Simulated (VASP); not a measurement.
Wanted: the native input for a VASP 6.6.1 run.

```
Task                   : single point
Functional             : PBEsol
Potentials or basis    : VASP PAW PBE potentials, release 64 (B, N)
Cutoff                 : 520 eV
k mesh                 : 12 × 12 × 4
Occupations            : gaussian, width 0.05 eV
Spin                   : no spin polarisation
Dipole correction      : no
Further INCAR settings : ALGO = Normal; EDIFF = 1e-06; NBANDS = 16
```

The structure of BN lies in POSCAR:

```
BN
1.0
    2.4614965962      0.0000000000      0.0000000000
   -1.2307482981      2.1317185836      0.0000000000
    0.0000000000      0.0000000000      7.8014673120
B N
2 2
Direct
    0.3333333333      0.6666666667      0.2500000000
    0.6666666667      0.3333333333      0.7500000000
    0.3333333333      0.6666666667      0.7500000000
    0.6666666667      0.3333333333      0.2500000000
```

This cell differs from its parent crystal: volume 10.234 Å^3 an atom, c/a of the conventional cell 3.1694.

These files were run (other wordings do the same):

INCAR

```
ALGO     = Normal         # electronic algorithm
EDIFF    = 1E-6           # SCF threshold, eV
ENCUT    = 520            # plane-wave cutoff, eV
GGA      = PS             # functional
ISIF     = 2              # what is computed and relaxed
ISMEAR   = 0              # smearing method
LASPH    = T              # aspherical terms in the spheres
LCHARG   = F              # write CHGCAR
LREAL    = F              # projectors in reciprocal space
LWAVE    = F              # write WAVECAR
NBANDS   = 16             # bands
NELM     = 60             # most SCF steps
PREC     = Accurate       # precision mode
SIGMA    = 0.05           # smearing width, eV
```

KPOINTS

```
k-points
0
Gamma
  12 12 4
```

Potentials or basis: VASP PAW PBE potentials, release 64 (B, N).

Launch:

```console
$ cat potpaw_PBE.64/B/POTCAR potpaw_PBE.64/N/POTCAR > POTCAR
$ mpirun -np 1 vasp_std > vasp.out
```

It gave:

The pressure is 11.5 GPa and the band gap on the k mesh is 4.40 eV, indirect (least direct gap 4.75 eV).

Caveat: the PAW data sets were made with another functional, which shifts forces and pressure a little; this functional lacks dispersion, which binds the layers, so the pressure and a relaxed spacing across them are unreliable.

It took 15 s on 1 thread of AMD EPYC 9R45 96-Core Processor (Zen 5), on a shared host, peak memory 0.13 GiB.
